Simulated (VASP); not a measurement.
# N (P2_12_12_1) in VASP: a series of runs, part 2 of 2

VASP 6.6.1. Earlier steps stand in the parts before.

## (3) Electric field gradients, PBEsol (equal xx and yy strain of +2 %)

INCAR reads:

```
SYSTEM = N
PREC     = Accurate       ! precision mode
ENCUT    = 520            ! plane-wave cutoff, eV
EDIFF    = 1E-8           ! SCF threshold, eV
ISMEAR   = -1             ! smearing method
SIGMA    = 0.02           ! smearing width, eV
LREAL    = .False.        ! projectors in reciprocal space
LASPH    = .True.         ! aspherical terms in the spheres
NELM     = 80             ! most SCF steps
ALGO     = Normal         ! electronic algorithm
ISIF     = 2              ! what is computed and relaxed
LWAVE    = .False.        ! write WAVECAR
LCHARG   = .False.        ! write CHGCAR
GGA      = PS             ! functional
LEFG     = .True.       
NBANDS   = 18             ! bands
```

KPOINTS reads:

```
regular mesh
0
Gamma
  4 4 4
  0 0 0
```

POSCAR reads:

```
N
1.0
    5.7619800000      0.0000000000      0.0000000000
    0.0000000000      5.7619800000      0.0000000000
    0.0000000000      0.0000000000      5.6490000000
N
4
Direct
    0.0300000000      0.0300000000      0.0300000000
    0.4700000000      0.9700000000      0.5300000000
    0.5300000000      0.4700000000      0.9700000000
    0.9700000000      0.5300000000      0.4700000000
```

Potentials or basis: VASP PAW PBE potentials, release 64 (N).

Launch:

```console
cat potpaw_PBE.64/N/POTCAR > POTCAR
mpirun -np 1 vasp_std > vasp.out
```

OUTCAR:

```text
SYSTEM = N
   PREC = Accurate
   ENCUT = 520
   EDIFF = 1E-8
   ISMEAR = -1
   LREAL = .False.
   LASPH = .True.
   NELM = 80
   ISIF = 2
   GGA = PS

 ion  position               nearest neighbor table
   1  0.030  0.030  0.030-
   2  0.470  0.970  0.530-
   3  0.530  0.470  0.970-
   4  0.970  0.530  0.470-

  LATTYP: Found a simple tetragonal cell.
 ALAT       =     5.7619800000
 C/A-ratio  =     0.9803921569

  Lattice vectors:

 A1 = (   5.7619800000,   0.0000000000,   0.0000000000)
[... 729 lines left out ...]

 Electric field gradients (V/A^2)
---------------------------------------------------------------------
 ion       V_xx      V_yy      V_zz      V_xy      V_xz      V_yz
---------------------------------------------------------------------
   1      -0.114     0.124    -0.010    -2.927    -2.689    -2.900
   2      -0.114     0.124    -0.010    -2.927     2.689     2.900
   3      -0.114     0.124    -0.010     2.927     2.689    -2.900
   4      -0.114     0.124    -0.010     2.927    -2.689     2.900
---------------------------------------------------------------------

 Electric field gradients after diagonalization (V/A^2)
 (convention: |V_zz| > |V_xx| > |V_yy|)
----------------------------------------------------------------------
 ion       V_xx      V_yy      V_zz     asymmetry (V_yy - V_xx)/ V_zz
----------------------------------------------------------------------
   1       3.051     2.627    -5.678       0.075
   2       3.051     2.627    -5.678       0.075
   3       3.051     2.627    -5.678       0.075
   4       3.051     2.627    -5.678       0.075
----------------------------------------------------------------------

           NMR quadrupolar parameters

 Cq : quadrupolar parameter    Cq=e*Q*V_zz/h
 eta: asymmetry parameters     (V_yy - V_xx)/ V_zz
 Q  : nuclear electric quadrupole moment in mb (millibarn)
----------------------------------------------------------------------
 ion       Cq(MHz)       eta       Q (mb)
----------------------------------------------------------------------
   1      -0.014       0.075       1.000
   2      -0.014       0.075       1.000
   3      -0.014       0.075       1.000
   4      -0.014       0.075       1.000
----------------------------------------------------------------------
```

OSZICAR:

```text
N       E                     dE             d eps       ncg     rms          rms(c)
DAV:   1     0.996203422164E+02    0.99620E+02   -0.71620E+03   972   0.834E+02
DAV:   2     0.751296056603E+01   -0.92107E+02   -0.90382E+02  1458   0.165E+02
DAV:   3    -0.215200563354E+01   -0.96650E+01   -0.91690E+01  1054   0.552E+01
DAV:   4    -0.247520437999E+01   -0.32320E+00   -0.31722E+00  1056   0.104E+01
DAV:   5    -0.248405102099E+01   -0.88466E-02   -0.88358E-02  1120   0.160E+00    0.189E+00
DAV:   6    -0.238267484872E+01    0.10138E+00   -0.30121E-01  1014   0.255E+00    0.564E-01
DAV:   7    -0.237901192539E+01    0.36629E-02   -0.36706E-02  1380   0.865E-01    0.370E-01
DAV:   8    -0.238007036140E+01   -0.10584E-02   -0.23712E-03  1082   0.219E-01    0.143E-01
DAV:   9    -0.238236299679E+01   -0.22926E-02   -0.18566E-03  1010   0.263E-01    0.315E-02
DAV:  10    -0.238239672307E+01   -0.33726E-04   -0.32855E-05  1378   0.272E-02    0.155E-02
DAV:  11    -0.238243440383E+01   -0.37681E-04   -0.19644E-05  1056   0.258E-02    0.694E-03
DAV:  12    -0.238244456680E+01   -0.10163E-04   -0.10324E-05  1012   0.176E-02    0.133E-03
DAV:  13    -0.238244485984E+01   -0.29305E-06   -0.32623E-07  1102   0.306E-03    0.575E-04
DAV:  14    -0.238244499747E+01   -0.13763E-06   -0.96747E-08  1014   0.169E-03    0.346E-04
DAV:  15    -0.238244505052E+01   -0.53048E-07   -0.32094E-08   838   0.924E-04    0.164E-04
DAV:  16    -0.238244505674E+01   -0.62150E-08   -0.26595E-09   590   0.315E-04
   1 F= -.23824451E+01 E0= -.23616663E+01  d E =-.415576E-01
```

stdout:

```text
POSCAR found type information on POSCAR N
 POSCAR found :  1 types and       4 ions
 scaLAPACK will be used
 -----------------------------------------------------------------------------
|                                                                             |
|                                                                             |
|     You enforced a specific xc type in the INCAR file but a different       |
|     I HOPE YOU KNOW WHAT YOU ARE DOING!                                     |
|                                                                             |
 -----------------------------------------------------------------------------

 LDA part: xc-table for (Slater+PW92), standard interpolation
 POSCAR, INCAR and KPOINTS ok, starting setup
 FFT: planning ... GRIDC
 FFT: planning ... GRID_SOFT
 FFT: planning ... GRID
 WAVECAR not read
 entering main loop
ion   1
     0.0000281     1.2731889     1.2622475     0.0057867     1.1696381     0.0516351
     0.0000381     1.2731889     1.2622474     0.0057867     1.1696381     0.0516351
     0.0000517     1.2731889     1.2622474     0.0057867     1.1696381     0.0516351
     0.0000701     1.2731889     1.2622474     0.0057867     1.1696381     0.0516351
[... 34 lines left out ...]
     0.0000281    -2.7333814    -2.7075876     0.0053342     2.5113817     0.1110223
     0.0000381    -2.7333811    -2.7075873     0.0053342     2.5113814     0.1110223
     0.0000517    -2.7333806    -2.7075869     0.0053342     2.5113810     0.1110222
     0.0000701    -2.7333799    -2.7075861     0.0053342     2.5113803     0.1110222
```

Wall time 2.3 min (1 thread of Oxide Virtual Turin-like, shared host); peak memory 0.26 GiB.

What came out:

- Free energy: -2.3824 eV
- Pressure: -3.8 GPa
- Largest force: 0.368 eV/Å
- Band gap on the k mesh: zero (band 10 reaches -5.37 eV, above the bottom of band 11 at -5.52 eV)

Forces in eV/Å, atoms in the order of the input:
```
N    0.228  0.184  0.222
N   -0.228 -0.184  0.222
N    0.228 -0.184 -0.222
N   -0.228  0.184 -0.222
```

Levels at points of the mesh, in eV from the Fermi level:
| k point | band 8 | band 9 | band 10 | band 11 | band 12 | band 13 |
| --- | --- | --- | --- | --- | --- | --- |
| (0.00, 0.00, 0.00) | -0.04 | -0.03 | -0.01 | 0.00 | 0.02 | 0.06 |
| (0.50, 0.00, 0.00) | -0.24 | -0.15 | -0.15 | 0.02 | 0.02 | 0.13 |
| (0.00, 0.50, 0.00) | -0.24 | -0.15 | -0.15 | 0.02 | 0.02 | 0.13 |
| (0.50, 0.50, 0.00) | -0.28 | -0.13 | -0.13 | 0.00 | 0.00 | 0.16 |
| (0.00, 0.00, 0.50) | -0.24 | -0.15 | -0.15 | 0.02 | 0.02 | 0.12 |
| (0.50, 0.00, 0.50) | -0.30 | -0.14 | -0.14 | 0.00 | 0.00 | 0.17 |
| (0.00, 0.50, 0.50) | -0.30 | -0.13 | -0.13 | 0.00 | 0.00 | 0.17 |
| (0.50, 0.50, 0.50) | -0.52 | 0.14 | 0.14 | 0.14 | 0.14 | 0.17 |

Electric field gradients, principal values (V/Å²):
```
atom  least  middle  greatest (by size)
 1 N  2.627   3.051              -5.678
 2 N  2.627   3.051              -5.678
 3 N  2.627   3.051              -5.678
 4 N  2.627   3.051              -5.678
```

Caveat: the cell differs from its parent crystal (equal xx and yy strain of +2 %); without QUAD_EFG the Cq values of the log hold for a quadrupole moment of 1 mb, not for the nuclei; the PAW data sets were made with another functional, which shifts forces and pressure a little.

## (4) Electric field gradients, PBEsol (equal xx and yy strain of +2 %)

INCAR reads:

```
PREC = Accurate ; ENCUT = 520
EDIFF = 1E-8 ; ISMEAR = -1
SIGMA = 0.02 ; LREAL = False
LASPH = True ; NELM = 60
ALGO = Normal ; ISIF = 2
LWAVE = False ; LCHARG = False
GGA = PS ; LEFG = True
NBANDS = 18
```

KPOINTS reads:

```
Automatic mesh
0
Gamma
  4 4 4
```

POSCAR is that of step 3.

Potentials or basis: VASP PAW PBE potentials, release 64 (N).

Launch:

```console
cat potpaw_PBE.64/N/POTCAR > POTCAR
mpirun -np 1 vasp_std > vasp.out
```

OUTCAR:

```text
PREC = Accurate
   ENCUT = 520
   EDIFF = 1E-8
   ISMEAR = -1
   LREAL = False
   LASPH = True
   NELM = 60
   ISIF = 2
   GGA = PS

 ion  position               nearest neighbor table
   1  0.030  0.030  0.030-
   2  0.470  0.970  0.530-
   3  0.530  0.470  0.970-
   4  0.970  0.530  0.470-

  LATTYP: Found a simple tetragonal cell.
 ALAT       =     5.7619800000
 C/A-ratio  =     0.9803921569

  Lattice vectors:

 A1 = (   5.7619800000,   0.0000000000,   0.0000000000)
 A2 = (   0.0000000000,   5.7619800000,   0.0000000000)
 A3 = (   0.0000000000,   0.0000000000,   5.6490000000)

Analysis of symmetry for initial positions (statically):
=====================================================================
 Subroutine PRICEL returns:
 Original cell was already a primitive cell.

 Routine SETGRP: Setting up the symmetry group for a
[... 707 lines left out ...]
 -----------------------------------------------------------------------------------
      0.17286      0.17286      0.16947         0.228333      0.184067      0.222022
      2.70813      5.58912      2.99397        -0.228333     -0.184067      0.222022
      3.05385      2.70813      5.47953         0.228333     -0.184067     -0.222022
      5.58912      3.05385      2.65503        -0.228333      0.184067     -0.222022
 -----------------------------------------------------------------------------------
    total drift:                                0.000000      0.000000      0.000000

  FREE ENERGIE OF THE ION-ELECTRON SYSTEM (eV)
  ---------------------------------------------------
  free  energy   TOTEN  =        -2.3824450567 eV

  energy  without entropy=       -2.3408874477  energy(sigma->0) =       -2.36166625

 Electric field gradients (V/A^2)
---------------------------------------------------------------------
 ion       V_xx      V_yy      V_zz      V_xy      V_xz      V_yz
---------------------------------------------------------------------
   1      -0.114     0.124    -0.010    -2.927    -2.689    -2.900
   2      -0.114     0.124    -0.010    -2.927     2.689     2.900
   3      -0.114     0.124    -0.010     2.927     2.689    -2.900
   4      -0.114     0.124    -0.010     2.927    -2.689     2.900
---------------------------------------------------------------------

 Electric field gradients after diagonalization (V/A^2)
 (convention: |V_zz| > |V_xx| > |V_yy|)
----------------------------------------------------------------------
 ion       V_xx      V_yy      V_zz     asymmetry (V_yy - V_xx)/ V_zz
----------------------------------------------------------------------
   1       3.051     2.627    -5.678       0.075
   2       3.051     2.627    -5.678       0.075
   3       3.051     2.627    -5.678       0.075
   4       3.051     2.627    -5.678       0.075
----------------------------------------------------------------------

           NMR quadrupolar parameters

 Cq : quadrupolar parameter    Cq=e*Q*V_zz/h
 eta: asymmetry parameters     (V_yy - V_xx)/ V_zz
 Q  : nuclear electric quadrupole moment in mb (millibarn)
----------------------------------------------------------------------
 ion       Cq(MHz)       eta       Q (mb)
----------------------------------------------------------------------
   1      -0.014       0.075       1.000
   2      -0.014       0.075       1.000
   3      -0.014       0.075       1.000
   4      -0.014       0.075       1.000
----------------------------------------------------------------------
```

OSZICAR:

```text
N       E                     dE             d eps       ncg     rms          rms(c)
DAV:   1     0.996203422164E+02    0.99620E+02   -0.71620E+03   972   0.834E+02
DAV:   2     0.751296056603E+01   -0.92107E+02   -0.90382E+02  1458   0.165E+02
DAV:   3    -0.215200563354E+01   -0.96650E+01   -0.91690E+01  1054   0.552E+01
DAV:   4    -0.247520437999E+01   -0.32320E+00   -0.31722E+00  1056   0.104E+01
DAV:   5    -0.248405102099E+01   -0.88466E-02   -0.88358E-02  1120   0.160E+00    0.189E+00
DAV:   6    -0.238267484872E+01    0.10138E+00   -0.30121E-01  1014   0.255E+00    0.564E-01
DAV:   7    -0.237901192539E+01    0.36629E-02   -0.36706E-02  1380   0.865E-01    0.370E-01
DAV:   8    -0.238007036140E+01   -0.10584E-02   -0.23712E-03  1082   0.219E-01    0.143E-01
DAV:   9    -0.238236299679E+01   -0.22926E-02   -0.18566E-03  1010   0.263E-01    0.315E-02
DAV:  10    -0.238239672307E+01   -0.33726E-04   -0.32855E-05  1378   0.272E-02    0.155E-02
DAV:  11    -0.238243440383E+01   -0.37681E-04   -0.19644E-05  1056   0.258E-02    0.694E-03
DAV:  12    -0.238244456680E+01   -0.10163E-04   -0.10324E-05  1012   0.176E-02    0.133E-03
DAV:  13    -0.238244485984E+01   -0.29305E-06   -0.32623E-07  1102   0.306E-03    0.575E-04
DAV:  14    -0.238244499747E+01   -0.13763E-06   -0.96747E-08  1014   0.169E-03    0.346E-04
DAV:  15    -0.238244505052E+01   -0.53048E-07   -0.32094E-08   838   0.924E-04    0.164E-04
DAV:  16    -0.238244505674E+01   -0.62150E-08   -0.26595E-09   590   0.315E-04
   1 F= -.23824451E+01 E0= -.23616663E+01  d E =-.415576E-01
```

Wall time 2.6 min (1 thread of Oxide Virtual Turin-like, shared host); peak memory 0.26 GiB.

What came out:

```
Free energy            : -2.3824 eV
Pressure               : -3.8 GPa
Largest force          : 0.368 eV/Å
Band gap on the k mesh : zero (band 10 reaches -5.37 eV, above the bottom of band 11 at -5.52 eV)
```

Forces in eV/Å, atoms in the order of the input:
```
N    0.228  0.184  0.222
N   -0.228 -0.184  0.222
N    0.228 -0.184 -0.222
N   -0.228  0.184 -0.222
```

Electric field gradients, principal values (V/Å²):
```csv
atom,least,middle,greatest (by size)
1 N,2.627,3.051,-5.678
2 N,2.627,3.051,-5.678
3 N,2.627,3.051,-5.678
4 N,2.627,3.051,-5.678
```

Caveat: the cell differs from its parent crystal (equal xx and yy strain of +2 %); without QUAD_EFG the Cq values of the log hold for a quadrupole moment of 1 mb, not for the nuclei; the PAW data sets were made with another functional, which shifts forces and pressure a little.
